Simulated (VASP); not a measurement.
Write the native input for VASP 6.6.1 that does the following.

| Item | Value |
| --- | --- |
| Task | single point |
| Functional | PBEsol |
| Potentials or basis | VASP PAW PBE potentials, release 64 (Fe) |
| Cutoff | 520 eV |
| k mesh | 14 × 8 × 1 |
| Occupations | fermi-dirac, width 0.08 eV |
| Spin | collinear spin, ferromagnetic start |
| Starting moments | [2.5, 2.5, 2.5] μB |
| Dipole correction | yes |
| Further INCAR settings | ALGO = Normal; EDIFF = 1e-06; NBANDS = 23 |

The structure of Fe lies in POSCAR:

```
Fe
1.0
    2.4145914292      0.0000000000      0.0000000000
    0.0000000000      3.9430112925      0.0000000000
    0.0000000000      0.0000000000     18.2765000000
Fe
3
Direct
    0.3333333335      0.0000000000      0.4377206076
    0.9999999995      0.5000000000      0.4999999998
    0.6666666665      0.0000000000      0.5622793924
```

The input as run:

INCAR

```
SYSTEM = Fe
PREC = Accurate
ENCUT = 520
EDIFF = 1E-6
ISMEAR = -1
SIGMA = 0.08
LREAL = .FALSE.
LASPH = .TRUE.
NELM = 150
ALGO = Normal
ISIF = 2
LWAVE = .FALSE.
LCHARG = .TRUE.
ISPIN = 2
MAGMOM = 2.5 2.5 2.5
LORBIT = 11
LMAXMIX = 4
LDIPOL = .TRUE.
IDIPOL = 3
DIPOL = 0.5 0.5 0.500
GGA = PS
LELF = .TRUE.
LVHAR = .TRUE.
LVACPOTAV = .TRUE.
NBANDS = 23
```

KPOINTS

```
regular mesh
0
G
  14 8 1
  0 0 0
```

Potentials or basis: VASP PAW PBE potentials, release 64 (Fe).

The run is started by

```sh
$ cat potpaw_PBE.64/Fe/POTCAR > POTCAR
$ mpirun -np 1 vasp_std > vasp.out
```

It gave:

```yaml
Largest_force: 0.745 eV/Å
Net_moment: 8.31 μB per cell
Site_moments: Fe +2.80, +2.43 μB
Valence_electrons_inside_the_program's_atomic_spheres: Fe 7.05, 7.18
```

Caveat: the PAW data sets were made with another functional, which shifts forces and pressure a little.

It took 9.7 min on 1 thread of AMD EPYC 7R43 64-Core Processor (Zen 3), on a shared host, peak memory 0.43 GiB.
